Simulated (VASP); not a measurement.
# AlN (P1) in VASP: relaxation of cell and atoms with PBE

Aim: the relaxation of cell and atoms of AlN with PBE.

All numbers are computed with VASP 6.6.1; they aren't measurements. Logs are shortened: lines on timing, memory, paths and dates and some standing lists are left out, and cuts for length are marked.

### 1 The cell of the first run

The typed cell holds 2 atoms: a = 2.878 Å, b = 2.878 Å, c = 2.878 Å, α = 60.00°, β = 60.00°, γ = 60.00°.

### 2 Relaxation of cell and atoms, PBE

Input file INCAR:

```
PREC = Accurate
ENCUT = 600
EDIFF = 1E-6
ISMEAR = 0
SIGMA = 0.05
LREAL = F
LASPH = T
NELM = 80
ALGO = Normal
ISIF = 3
LWAVE = F
LCHARG = F
GGA = PE
IBRION = 2
NSW = 100
EDIFFG = -0.01
```

Input file KPOINTS:

```
Automatic mesh
0
Gamma
  10 10 10
```

Input file POSCAR:

```
AlN
1.0
    0.0000000000      2.0352630592      2.0352630592
    2.0352630592      0.0000000000      2.0352630592
    2.0352630592      2.0352630592      0.0000000000
Al N
1 1
Direct
    0.5615461473      0.4789975800      0.4935274801
   -0.0615461473      0.0210024200      0.0064725199
```

Potentials or basis: VASP PAW PBE potentials, release 64 (Al, N).

Launch:

```console
$ cat potpaw_PBE.64/Al/POTCAR potpaw_PBE.64/N/POTCAR > POTCAR
$ mpirun -np 1 vasp_std > vasp.out
```

OUTCAR:

```text
PREC = Accurate
   ENCUT = 600
   EDIFF = 1E-6
   ISMEAR = 0
   LREAL = F
   LASPH = T
   NELM = 80
   ISIF = 3
   GGA = PE
   IBRION = 2
   NSW = 100
   EDIFFG = -0.01

 ion  position               nearest neighbor table
   1  0.562  0.479  0.494-   2 1.82   2 1.89   2 1.94   2 2.17   2 2.21   2 2.27
   2  0.938  0.021  0.006-   1 1.82   1 1.89   1 1.94   1 2.17   1 2.21   1 2.27

  LATTYP: Found a face centered cubic cell.
 ALAT       =     4.0705261184

  Lattice vectors:

 A1 = (   0.0000000000,   2.0352630592,   2.0352630592)
 A2 = (   2.0352630592,   0.0000000000,   2.0352630592)
 A3 = (   2.0352630592,   2.0352630592,   0.0000000000)

Analysis of symmetry for initial positions (statically):
=====================================================================
 Subroutine PRICEL returns:
 Original cell was already a primitive cell.

 Routine SETGRP: Setting up the symmetry group for a
 face centered cubic supercell.

 Subroutine GETGRP returns: Found  1 space group operations
 (whereof  1 operations were pure point group operations)
 out of a pool of 48 trial point group operations.

The static configuration has the point symmetry C_1 .

Analysis of symmetry for dynamics (positions and initial velocities):
=====================================================================
 Subroutine PRICEL returns:
 Original cell was already a primitive cell.

 Routine SETGRP: Setting up the symmetry group for a
 face centered cubic supercell.

 Subroutine GETGRP returns: Found  1 space group operations
 (whereof  1 operations were pure point group operations)
 out of a pool of 48 trial point group operations.

The dynamic configuration has the point symmetry C_1 .

 Subroutine INISYM returns: Found  1 space group operations
 (whereof  1 operations are pure point group operations),
 and found     1 'primitive' translations

----------------------------------------------------------------------------------------

                                     Primitive cell

  volume of cell :      16.8613

  direct lattice vectors                    reciprocal lattice vectors
     0.000000000  2.035263059  2.035263059    -0.245668489  0.245668489  0.245668489
     2.035263059  0.000000000  2.035263059     0.245668489 -0.245668489  0.245668489
     2.035263059  2.035263059  0.000000000     0.245668489  0.245668489 -0.245668489

  length of vectors
     2.878296621  2.878296621  2.878296621     0.425510304  0.425510304  0.425510304

  position of ions in fractional coordinates (direct lattice)
     0.561546147  0.478997580  0.493527480
     0.938453853  0.021002420  0.006472520

  ion indices of the primitive-cell ions
   primitive index   ion index
                 1           1
                 2           2

----------------------------------------------------------------------------------------

 KPOINTS: Automatic mesh

Automatic generation of k-mesh.
 Grid dimensions read from file:
 generate k-points for:   10   10   10

 Generating k-lattice:

  Cartesian coordinates                     Fractional coordinates (reciprocal lattice)
    -0.024566849  0.024566849  0.024566849     0.100000000  0.000000000  0.000000000
     0.024566849 -0.024566849  0.024566849     0.000000000  0.100000000  0.000000000
     0.024566849  0.024566849 -0.024566849     0.000000000  0.000000000  0.100000000

  Length of vectors
     0.042551030  0.042551030  0.042551030

  Shift w.r.t. Gamma in fractional coordinates (k-lattice)
     0.000000000  0.000000000  0.000000000

 Subroutine IBZKPT returns following result:
 ===========================================

 Found    504 irreducible k-points:

 Following reciprocal coordinates:
            Coordinates               Weight
  0.000000  0.000000  0.000000      1.000000
  0.100000  0.000000  0.000000      2.000000
  0.000000  0.100000  0.000000      2.000000
  0.000000  0.000000  0.100000      2.000000
  0.100000  0.100000  0.100000      2.000000
  0.200000  0.000000  0.000000      2.000000
[... 16 lines left out ...]
  0.000000  0.100000  0.100000      2.000000
  0.100000  0.000000  0.100000      2.000000
 [... further k-points ...]
   k-points           NKPTS =    504   k-points in BZ     NKDIM =    504   number of bands    NBANDS=      8
   number of dos      NEDOS =    301   number of ions     NIONS =      2
   total plane-waves  NPLWV =  13824
   dimension x,y,z NGX =    24 NGY =   24 NGZ =   24
   dimension x,y,z NGXF=    48 NGYF=   48 NGZF=   48
   ions per type =               1   1
   NGX,Y,Z   is equivalent  to a cutoff of  13.86, 13.86, 13.86 a.u.
   NGXF,Y,Z  is equivalent  to a cutoff of  27.72, 27.72, 27.72 a.u.
 SYSTEM =  unknown system
   PREC   = accura    normal or accurate (medium, high low for compatibility)
   ISTART =      0    job   : 0-new  1-cont  2-samecut
   ICHARG =      2    charge: 1-file 2-atom 10-const
   ISPIN  =      1    spin polarized calculation?
   LNONCOLLINEAR =      F non collinear calculations
   LSORBIT =      F    spin-orbit coupling
   LASPH  =      T    aspherical Exc in radial PAW
   ENCUT  =  600.0 eV  44.10 Ry    6.64 a.u.   5.75  5.75  5.75*2*pi/ulx,y,z
   NELM   =     80;   NELMIN=  2; NELMDL= -5     # of ELM steps
   EDIFF  = 0.1E-05   stopping-criterion for ELM
   LREAL  =      F    real-space projection
   EDIFFG = -.1E-01   stopping-criterion for IOM
   NSW    =    100    number of steps for IOM
   IBRION =      2    ionic relax: 0-MD 1-quasi-New 2-CG
   NFREE  =      1    steps in history (QN), initial steepest desc. (CG)
   ISIF   =      3    stress and relaxation
   ISYM   =      2    0-nonsym 1-usesym 2-fastsym
   POTIM  = 0.5000    time-step for ionic-motion
   TEBEG  =    0.0;   TEEND  =   0.0 temperature during run
   PSTRESS=    0.0 pullay stress
   NELECT =       8.0000    total number of electrons
   NUPDOWN=      -1.0000    fix difference up-down
   EMIN   =  10.00;   EMAX   =-10.00  energy-range for DOS
   EFERMI =   0.00;   METHOD = LEGACY
   ISMEAR =     0;   SIGMA  =   0.05  broadening in eV -4-tet -1-fermi 0-gaus
   EFERMI_NEDOS =   21; number of points for ismear=-14 and -15
   IALGO  =     38    algorithm
   IMIX   =      4    mixing-type and parameters
     AMIX     =   0.40;   BMIX     =  1.00
     AMIX_MAG =   1.60;   BMIX_MAG =  1.00
  volume/ion in A,a.u.               =       8.43        56.89
  Fermi-wavevector in a.u.,A,eV,Ry     =   1.276853  2.412903 22.182312  1.630354
  Thomas-Fermi vector in A             =   2.409486
   LORBIT       =      0    0 simple, 1 ext, 2 COOP (PROOUT), +10 PAW based schemes
   GGA     = PE    functional components
   LHFCALC =     F    Hartree Fock is set to
   AEXX    =    0.0000 exact exchange contribution
   IVDW    =     0    specifies the selected vdW correction
   LEPSILON=     F    determine dielectric tensor
   LRPA    =     F    only Hartree local field effects (RPA)
 conjugate gradient relaxation of ions
 non-spin polarized calculation
 Gauss-broadening in eV      SIGMA  =   0.05
  energy-cutoff  :      600.00
  volume of cell :       16.86
 maximum number of plane-waves:       588
   NGX = 11   NGY = 11   NGZ = 11

--------------------------------------- Ionic step        1  -------------------------------------------

 number of electron       8.0000000 magnetization

 Free energy of the ion-electron system (eV)
  ---------------------------------------------------
  ext. energy  EPLUGINS =         0.00000000
  ---------------------------------------------------
  free energy    TOTEN  =       -14.24334542 eV

  energy without entropy =      -14.24334542  energy(sigma->0) =      -14.24334542

------------------------ aborting loop because EDIFF is reached ----------------------------------------

  FORCE on cell =-STRESS in cart. coord.  units (eV):
  Direction    XX          YY          ZZ          XY          YZ          ZX
  --------------------------------------------------------------------------------------
  -------------------------------------------------------------------------------------
  Total        0.3439989      2.6316848      1.1933044      0.1149862     -0.2096531      0.0496591
  in kB       32.6870732    250.0649418    113.3888033     10.9260900    -19.9214212      4.7186523
  external PRESSURE =     132.0469394 kB  Pullay stress =       0.0000000 kB
[... 89 lines left out ...]
  FREE ENERGIE OF THE ION-ELECTRON SYSTEM (eV)
  ---------------------------------------------------
  free  energy   TOTEN  =       -14.4256060680 eV

  energy  without entropy=      -14.4256060680  energy(sigma->0) =      -14.42560607

 E-fermi :   9.9456     XC(G=0): -12.1476

 val. band max:        9.7172022791   @ k =   0.0000   0.0000   0.0000
 cond. band min:      13.7593640041   @ k =   0.0000   0.5000   0.5000
 fundamental gap:      4.0421617250
 Fermi energy:         9.9456167679

 k-point     1 :       0.0000    0.0000    0.0000
  band No.  band energies     occupation
      1      -7.7071      2.00000
      2       9.4434      2.00000
      3       9.5763      2.00000
      4       9.7172      2.00000
      5      14.8333      0.00000
      6      21.4222      0.00000
      7      21.7097      0.00000
      8      21.9329      0.00000
[... 243 lines left out ...]
 k-point    24 :       0.1000    0.0000    0.1000
  band No.  band energies     occupation
      1      -7.4534      2.00000
      2       8.7338      2.00000
      3       9.1182      2.00000
      4       9.2683      2.00000
      5      15.7669      0.00000
      6      20.0543      0.00000
      7      22.3273      0.00000
      8      22.4525      0.00000

 [... further k-points ...]

[... ionic steps 4 to 9 ...]

--------------------------------------- Ionic step       10  -------------------------------------------

 number of electron       7.9999999 magnetization

------------------------ aborting loop because EDIFF is reached ----------------------------------------
[... 67 lines left out ...]
--------------------------------------- Ionic step       12  -------------------------------------------

 number of electron       7.9999999 magnetization

 Free energy of the ion-electron system (eV)
  ---------------------------------------------------
  ext. energy  EPLUGINS =         0.00000000
  ---------------------------------------------------
  free energy    TOTEN  =       -14.54768015 eV

  energy without entropy =      -14.54768015  energy(sigma->0) =      -14.54768015

 E-fermi :  10.0172     XC(G=0): -12.1973

 val. band max:        9.7217457747   @ k =   0.0000   0.0000   0.0000
 cond. band min:      14.1445216774   @ k =   0.0000   0.5000   0.5000
 fundamental gap:      4.4227759027
 Fermi energy:        10.0171934126

 k-point     1 :       0.0000    0.0000    0.0000
  band No.  band energies     occupation
      1      -7.6629      2.00000
      2       9.7181      2.00000
      3       9.7210      2.00000
      4       9.7217      2.00000
      5      15.1295      0.00000
      6      21.8225      0.00000
      7      21.8257      0.00000
      8      21.8306      0.00000
[... 243 lines left out ...]
 k-point    24 :       0.1000    0.0000    0.1000
  band No.  band energies     occupation
      1      -7.3948      2.00000
      2       8.7784      2.00000
      3       9.3588      2.00000
      4       9.3618      2.00000
      5      16.0324      0.00000
      6      20.2997      0.00000
      7      22.4103      0.00000
      8      22.4158      0.00000

 [... further k-points ...]
[... 5 lines left out ...]
  --------------------------------------------------------------------------------------
  -------------------------------------------------------------------------------------
  Total       -0.0070460     -0.0144677     -0.0083649     -0.0028076      0.0018375      0.0062708
  in kB       -0.6703784     -1.3764953     -0.7958556     -0.2671199      0.1748263      0.5966170
  external PRESSURE =      -0.9475764 kB  Pullay stress =       0.0000000 kB
[... 17 lines left out ...]
  FREE ENERGIE OF THE ION-ELECTRON SYSTEM (eV)
  ---------------------------------------------------
  free  energy   TOTEN  =       -14.5476801544 eV

  energy  without entropy=      -14.5476801544  energy(sigma->0) =      -14.54768015

 reached required accuracy - stopping structural energy minimisation
```

It took 7.6 min on 1 thread of Intel Xeon 8259CL, shared host; peak memory 0.21 GiB.

Results:

```yaml
Free_energy: -14.5477 eV
Relaxed_volume: 8.42 Å³/atom
Relaxed_cell: a = 2.877 Å, b = 2.877 Å, c = 2.877 Å, α = 60.01°, β = 60.00°, γ = 60.00°
Space_group_after_relaxing_to_0.1_Å: Fm-3m (No. 225)
Energy_gained_by_relaxing: 152.2 meV/atom
Ionic_steps: 12
Pressure_after_relaxing: -0.1 GPa
Largest_force_after_relaxing: 0.006 eV/Å
Band_gap_on_the_k_mesh: 4.42 eV (least direct gap 5.41 eV)
```

Forces on the atoms (eV/Å):
```
Al  -0.002  0.004  0.005
N    0.002 -0.004 -0.005
```

The path:
```tsv
step	energy change (eV)	largest force (eV/Å)	pressure (GPa)	volume (Å³)
1	0.0000	2.1266	13.20	16.86
2	-0.1471	0.4661	-18.43	18.60
3	-0.1823	0.7544	-10.36	17.96
4	-0.2825	0.3642	-1.46	17.01
5	-0.2899	0.1554	2.72	16.70
6	-0.3020	0.1102	0.02	16.84
7	-0.3021	0.1289	-0.14	16.85
8	-0.3041	0.0446	0.00	16.83
9	-0.3043	0.0120	0.11	16.83
10	-0.3043	0.0131	0.10	16.83
11	-0.3043	0.0151	0.09	16.83
12	-0.3043	0.0062	-0.09	16.84
```

Final structure:
```yaml
crystal:
  lattice:
    - [-0.00022, 2.03460, 2.03432]
    - [2.03391, 0.00003, 2.03410]
    - [2.03414, 2.03494, -0.00016]
  atoms:
    - { symbol: Al, position: [0.49981, 0.50002, 0.50006] }
    - { symbol: N, position: [0.00019, 0.99998, 0.99994] }
```

A k mesh can miss the band edges.
